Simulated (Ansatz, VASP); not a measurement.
HfB2 in VASP and in Ansatz

```
Hf B
1.0
     3.14574    0.00000    0.00000
    -1.57287    2.72429    0.00000
     0.00000    0.00000    3.48645
Hf B
1 2
Cartesian
  0.0000 0.0000 0.0000
  0.0000 1.8162 1.7432
  1.5729 0.9081 1.7432
```

Alike in both runs: functional PBE; k mesh 15 × 15 × 12; occupations fermi-dirac, width 0.15 eV; no spin polarisation.

Ansatz relaxed the structure, and its values are those at the end. VASP's run is a single point on that final structure, the one shown.

|  | VASP | Ansatz |
| --- | --- | --- |
| version | VASP 6.6.1 | Ansatz 0.2.0 |
| potentials or method | VASP PAW PBE potentials, release 64 (Hf_pv, B), cutoff 520 eV | scalar-relativistic, plane waves, PAW |
| valence electrons in the cell | 16 | 32 |

|  | VASP | Ansatz | Ansatz less VASP |
| --- | --- | --- | --- |
| gap on the k mesh at the Fermi level (eV) | none | none | - |
| pressure (GPa) | -0.4 | 0.0 | +0.37 |

A gap of «none» marks a metal or a gap that the smearing closes. VASP's potentials hold 16 valence electrons a cell and Ansatz's 32, so a difference there can come from the potentials and not from the codes.

Neither program's run includes spin-orbit coupling.
